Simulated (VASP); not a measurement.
# SnO2 (Cm) in VASP: single point with LDA

Aim: the single point of SnO2 with LDA.

All numbers are computed with VASP 6.6.1; they aren't measurements. Logs are shortened: lines on timing, memory, paths and dates and some standing lists are left out, and cuts for length are marked.

## Step 1: The cell of the first run

It takes space group Cm (No. 8, monoclinic). The conventional cell has a = 11.000 Å, b = 4.000 Å, c = 4.000 Å, α = 90.00°, β = 111.32°, γ = 90.00°. Sn (site symmetry m) has 6 O at 2.00 to 2.14 Å within 2.6 Å. Sn (site symmetry m) has 6 O at 2.06 to 2.09 Å within 2.7 Å. O (site symmetry m) has 3 Sn at 2.07 to 2.09 Å and 2 O at 2.57 Å within 2.7 Å. Within 2.7 Å of O (site symmetry m) lie 3 Sn at 2.06 to 2.14 Å and 2 O at 2.57 Å. Within 2.6 Å of O (site symmetry m) lie 3 Sn at 2.00 to 2.09 Å and 2 O at 2.57 Å. Within 2.7 Å of O (site symmetry m) lie 3 Sn at 2.03 to 2.06 Å and 2 O at 2.57 Å.

## Step 2: Single point, LDA (atom 1 (Sn) moved +0.075 Å towards its neighbour atom 2 (Sn) at 3.250 Å)

File INCAR:

```
SYSTEM = SnO2
ALGO = Normal
EDIFF = 1E-6
ENCUT = 520
ISIF = 2
ISMEAR = 0
LASPH = .TRUE.
LCHARG = .FALSE.
LREAL = .FALSE.
LWAVE = .FALSE.
NBANDS = 35
NELM = 80
PREC = Accurate
SIGMA = 0.05
```

File KPOINTS:

```
k-points
0
G
  10 10 10
  0 0 0
```

File POSCAR:

```
SnO2
1.0
   -2.0000686112      2.0000686112      5.1236788559
    2.0000686112     -2.0000686112      5.1236788559
    2.0000686112      2.0000686112     -5.1236788559
Sn O
2 4
Direct
    0.7326929596      0.2442309865      0.4884619731
    0.0000000000      0.0000000000      0.0000000000
    0.7965225900      0.7965225900      0.0000000000
    0.9534774100      0.4534774100      0.5000000000
    0.2034774100      0.2034774100      0.0000000000
    0.5465225900      0.0465225900      0.5000000000
```

Potentials or basis: VASP PAW LDA potentials, release 64 (Sn_d, O).

Started as:

```console
cat potpaw_LDA.64/Sn_d/POTCAR potpaw_LDA.64/O/POTCAR > POTCAR
mpirun -np 1 vasp_std > vasp.out
```

OUTCAR:

```text
SYSTEM = SnO2
   EDIFF = 1E-6
   ENCUT = 520
   ISIF = 2
   ISMEAR = 0
   LASPH = .TRUE.
   LREAL = .FALSE.
   NELM = 80
   PREC = Accurate

 ion  position               nearest neighbor table
   1  0.733  0.244  0.488-   5 2.00   6 2.03   3 2.07   3 2.07   5 2.09   4 2.14   2 3.18   2 3.23
                             2 3.30   2 3.30
   2  0.000  0.000  0.000-   6 2.06   4 2.06   6 2.06   4 2.06   3 2.09   5 2.09   1 3.18   1 3.23
                             1 3.30   1 3.30
   3  0.797  0.797  0.000-   1 2.07   1 2.07   2 2.09
   4  0.953  0.453  0.500-   2 2.06   2 2.06   1 2.14
   5  0.203  0.203  0.000-   1 2.00   2 2.09   1 2.09
   6  0.547  0.047  0.500-   1 2.03   2 2.06   2 2.06

  LATTYP: Found a body centered tetragonal cell.
 ALAT       =     4.0001372224
 C/A-ratio  =     2.5617515455

  Lattice vectors:

 A1 = (  -2.0000686112,   2.0000686112,   5.1236788559)
 A2 = (   2.0000686112,  -2.0000686112,   5.1236788559)
 A3 = (   2.0000686112,   2.0000686112,  -5.1236788559)

Analysis of symmetry for initial positions (statically):
=====================================================================
 Subroutine PRICEL returns:
 Original cell was already a primitive cell.

 Routine SETGRP: Setting up the symmetry group for a
 body centered tetragonal supercell.

 Subroutine GETGRP returns: Found  2 space group operations
 (whereof  2 operations were pure point group operations)
 out of a pool of 16 trial point group operations.

The static configuration has the point symmetry C_1h.

Analysis of symmetry for dynamics (positions and initial velocities):
=====================================================================
 Subroutine PRICEL returns:
 Original cell was already a primitive cell.

 Routine SETGRP: Setting up the symmetry group for a
 body centered tetragonal supercell.

 Subroutine GETGRP returns: Found  2 space group operations
 (whereof  2 operations were pure point group operations)
 out of a pool of 16 trial point group operations.

The dynamic configuration has the point symmetry C_1h.

 Subroutine INISYM returns: Found  2 space group operations
 (whereof  2 operations are pure point group operations),
 and found     1 'primitive' translations

----------------------------------------------------------------------------------------

                                     Primitive cell

  volume of cell :      81.9845

  direct lattice vectors                    reciprocal lattice vectors
    -2.000068611  2.000068611  5.123678856     0.000000000  0.249991424  0.097586132
     2.000068611 -2.000068611  5.123678856     0.249991424  0.000000000  0.097586132
     2.000068611  2.000068611 -5.123678856     0.249991424  0.249991424  0.000000000

  length of vectors
     5.852574982  5.852574982  5.852574982     0.268363122  0.268363122  0.353541262

  position of ions in fractional coordinates (direct lattice)
     0.732692960  0.244230986  0.488461973
     0.000000000  0.000000000  0.000000000
     0.796522590  0.796522590  0.000000000
     0.953477410  0.453477410  0.500000000
     0.203477410  0.203477410  0.000000000
     0.546522590  0.046522590  0.500000000

  ion indices of the primitive-cell ions
   primitive index   ion index
                 1           1
                 2           2
                 3           3
                 4           4
                 5           5
                 6           6

----------------------------------------------------------------------------------------

 KPOINTS: k-points

Automatic generation of k-mesh.
 Grid dimensions read from file:
 generate k-points for:   10   10   10

 Generating k-lattice:

  Cartesian coordinates                     Fractional coordinates (reciprocal lattice)
     0.000000000  0.024999142  0.009758613     0.100000000  0.000000000  0.000000000
     0.024999142  0.000000000  0.009758613     0.000000000  0.100000000  0.000000000
     0.024999142  0.024999142  0.000000000     0.000000000  0.000000000  0.100000000

  Length of vectors
     0.026836312  0.026836312  0.035354126

  Shift w.r.t. Gamma in fractional coordinates (k-lattice)
     0.000000000  0.000000000  0.000000000

 Subroutine IBZKPT returns following result:
 ===========================================

 Found    282 irreducible k-points:

 Following reciprocal coordinates:
            Coordinates               Weight
  0.000000  0.000000  0.000000      1.000000
  0.100000  0.000000 -0.000000      2.000000
  0.000000  0.100000 -0.000000      4.000000
  0.000000  0.100000 -0.100000      2.000000
  0.200000  0.000000 -0.000000      2.000000
  0.000000  0.200000 -0.000000      4.000000
[... 16 lines left out ...]
  0.300000  0.100000 -0.000000      4.000000
  0.000000  0.400000 -0.100000      4.000000
 [... further k-points ...]
   k-points           NKPTS =    282   k-points in BZ     NKDIM =    282   number of bands    NBANDS=     35
   number of dos      NEDOS =    301   number of ions     NIONS =      6
   total plane-waves  NPLWV = 110592
   dimension x,y,z NGX =    48 NGY =   48 NGZ =   48
   dimension x,y,z NGXF=    96 NGYF=   96 NGZF=   96
   ions per type =               2   4
   NGX,Y,Z   is equivalent  to a cutoff of  13.63, 13.63, 13.63 a.u.
   NGXF,Y,Z  is equivalent  to a cutoff of  27.27, 27.27, 27.27 a.u.
 SYSTEM =  SnO2
   PREC   = accura    normal or accurate (medium, high low for compatibility)
   ISTART =      0    job   : 0-new  1-cont  2-samecut
   ICHARG =      2    charge: 1-file 2-atom 10-const
   ISPIN  =      1    spin polarized calculation?
   LNONCOLLINEAR =      F non collinear calculations
   LSORBIT =      F    spin-orbit coupling
   LASPH  =      T    aspherical Exc in radial PAW
   ENCUT  =  520.0 eV  38.22 Ry    6.18 a.u.  10.88 10.88 10.88*2*pi/ulx,y,z
   NELM   =     80;   NELMIN=  2; NELMDL= -5     # of ELM steps
   EDIFF  = 0.1E-05   stopping-criterion for ELM
   LREAL  =      F    real-space projection
   EDIFFG = 0.1E-04   stopping-criterion for IOM
   NSW    =      0    number of steps for IOM
   IBRION =     -1    ionic relax: 0-MD 1-quasi-New 2-CG
   NFREE  =      0    steps in history (QN), initial steepest desc. (CG)
   ISIF   =      2    stress and relaxation
   ISYM   =      2    0-nonsym 1-usesym 2-fastsym
   POTIM  = 0.5000    time-step for ionic-motion
   TEBEG  =    0.0;   TEEND  =   0.0 temperature during run
   PSTRESS=    0.0 pullay stress
   NELECT =      52.0000    total number of electrons
   NUPDOWN=      -1.0000    fix difference up-down
   EMIN   =  10.00;   EMAX   =-10.00  energy-range for DOS
   EFERMI =   0.00;   METHOD = LEGACY
   ISMEAR =     0;   SIGMA  =   0.05  broadening in eV -4-tet -1-fermi 0-gaus
   EFERMI_NEDOS =   21; number of points for ismear=-14 and -15
   IALGO  =     38    algorithm
   IMIX   =      4    mixing-type and parameters
     AMIX     =   0.40;   BMIX     =  1.00
     AMIX_MAG =   1.60;   BMIX_MAG =  1.00
  volume/ion in A,a.u.               =      13.66        92.21
  Fermi-wavevector in a.u.,A,eV,Ry     =   1.406583  2.658057 26.918799  1.978476
  Thomas-Fermi vector in A             =   2.528929
   LORBIT       =      0    0 simple, 1 ext, 2 COOP (PROOUT), +10 PAW based schemes
   GGA     = CA    functional components
   LHFCALC =     F    Hartree Fock is set to
   AEXX    =    0.0000 exact exchange contribution
   IVDW    =     0    specifies the selected vdW correction
   LEPSILON=     F    determine dielectric tensor
   LRPA    =     F    only Hartree local field effects (RPA)
 non-spin polarized calculation
 Gauss-broadening in eV      SIGMA  =   0.05
  energy-cutoff  :      520.00
  volume of cell :       81.98
 maximum number of plane-waves:      2244
 NGX is ok and might be reduce to    48
   NGX = 21   NGY = 21   NGZ = 21

 number of electron      52.0000005 magnetization

 Free energy of the ion-electron system (eV)
  ---------------------------------------------------
  ext. energy  EPLUGINS =         0.00000000
  ---------------------------------------------------
  free energy    TOTEN  =       -41.65989161 eV

  energy without entropy =      -41.65989161  energy(sigma->0) =      -41.65989161

 E-fermi :   4.0195     XC(G=0): -10.8683

 val. band max:        3.7567352572   @ k =   0.5000   0.3000   0.1000
 cond. band min:       5.2684516520   @ k =   0.0000   0.0000   0.0000
 fundamental gap:      1.5117163948
 Fermi energy:         4.0195325367

 k-point     1 :       0.0000    0.0000    0.0000
  band No.  band energies     occupation
      1     -16.6103      2.00000
      2     -16.5462      2.00000
      3     -16.3633      2.00000
      4     -15.8641      2.00000
      5     -15.7816      2.00000
      6     -15.7354      2.00000
[... 27 lines left out ...]
     34      15.8534      0.00000
     35      15.8880      0.00000

 k-point     2 :       0.1000    0.0000   -0.0000
  band No.  band energies     occupation
      1     -16.6055      2.00000
      2     -16.5028      2.00000
      3     -16.3613      2.00000
      4     -15.8670      2.00000
      5     -15.7789      2.00000
      6     -15.7390      2.00000
[... 27 lines left out ...]
     34      15.3796      0.00000
     35      15.6741      0.00000

 k-point     3 :       0.0000    0.1000   -0.0000
  band No.  band energies     occupation
      1     -16.6251      2.00000
      2     -16.5178      2.00000
      3     -16.3353      2.00000
      4     -15.8665      2.00000
      5     -15.7836      2.00000
      6     -15.7341      2.00000
[... 27 lines left out ...]
     34      15.4063      0.00000
     35      15.7370      0.00000
[... 723 lines left out ...]
 k-point    23 :       0.3000    0.1000   -0.0000
  band No.  band energies     occupation
      1     -16.5567      2.00000
      2     -16.3682      2.00000
      3     -16.2086      2.00000
      4     -15.8472      2.00000
      5     -15.7830      2.00000
      6     -15.7466      2.00000
[... 27 lines left out ...]
     34      15.0845      0.00000
     35      15.3522      0.00000

 k-point    24 :       0.0000    0.4000   -0.1000
  band No.  band energies     occupation
      1     -16.6354      2.00000
      2     -16.4164      2.00000
      3     -16.1358      2.00000
      4     -15.8507      2.00000
      5     -15.7963      2.00000
      6     -15.7328      2.00000
[... 27 lines left out ...]
     34      15.1051      0.00000
     35      15.3850      0.00000

 [... further k-points ...]

------------------------ aborting loop because EDIFF is reached ----------------------------------------

  FORCE on cell =-STRESS in cart. coord.  units (eV):
  Direction    XX          YY          ZZ          XY          YZ          ZX
  --------------------------------------------------------------------------------------
  -------------------------------------------------------------------------------------
  Total       -2.6830688      0.0943986     -1.5464836      0.0000000      0.4797632      0.0000000
  in kB      -52.4337240      1.8447798    -30.2220715      0.0000000      9.3757457      0.0000000
  external PRESSURE =     -26.9370052 kB  Pullay stress =       0.0000000 kB

 VOLUME and BASIS-vectors are now :
 -----------------------------------------------------------------------------
  energy-cutoff  :      520.00
  volume of cell :       81.98
      direct lattice vectors                 reciprocal lattice vectors
    -2.000068611  2.000068611  5.123678856     0.000000000  0.249991424  0.097586132
     2.000068611 -2.000068611  5.123678856     0.249991424  0.000000000  0.097586132
     2.000068611  2.000068611 -5.123678856     0.249991424  0.249991424  0.000000000

 POSITION                                       TOTAL-FORCE (eV/Angst)
 -----------------------------------------------------------------------------------
      0.00000      1.95391      2.50272         0.000000      0.862501      1.565552
      0.00000      0.00000      0.00000        -0.000000     -0.050217     -0.535926
      0.00000      0.00000      8.16225        -0.000000     -0.030737     -0.024383
      0.00000      2.00007      4.64695        -0.000000     -0.035515     -0.392442
      0.00000      0.00000      2.08511         0.000000     -0.740249     -0.347675
      0.00000      2.00007      0.47673        -0.000000     -0.005783     -0.265125
 -----------------------------------------------------------------------------------
    total drift:                               -0.000001     -0.000157     -0.000121

  FREE ENERGIE OF THE ION-ELECTRON SYSTEM (eV)
  ---------------------------------------------------
  free  energy   TOTEN  =       -41.6598916115 eV

  energy  without entropy=      -41.6598916115  energy(sigma->0) =      -41.65989161
```

It took 17 min on 1 thread of Intel Xeon Platinum 8488C (Sapphire Rapids), shared host; peak memory 0.71 GiB.

Results:

```
Free energy            : -41.6599 eV
Pressure               : -2.7 GPa
Largest force          : 1.787 eV/Å
Band gap on the k mesh : 1.51 eV (least direct gap 1.78 eV)
```

Forces in eV/Å, atoms in the order of the input:
```
Sn   0.000  0.863  1.566
Sn   0.000 -0.050 -0.536
O    0.000 -0.031 -0.024
O    0.000 -0.036 -0.392
O    0.000 -0.740 -0.348
O    0.000 -0.006 -0.265
```

Caveat: the cell differs from its parent crystal (atom 1 (Sn) moved +0.075 Å towards its neighbour atom 2 (Sn) at 3.250 Å); the stress differs along the axes, from -5 to 0 GPa; spin-orbit coupling is left out, which moves the levels of the heavy elements; forces of over 1 eV/Å act on the atoms, so gaps and moduli don't describe the material at rest.
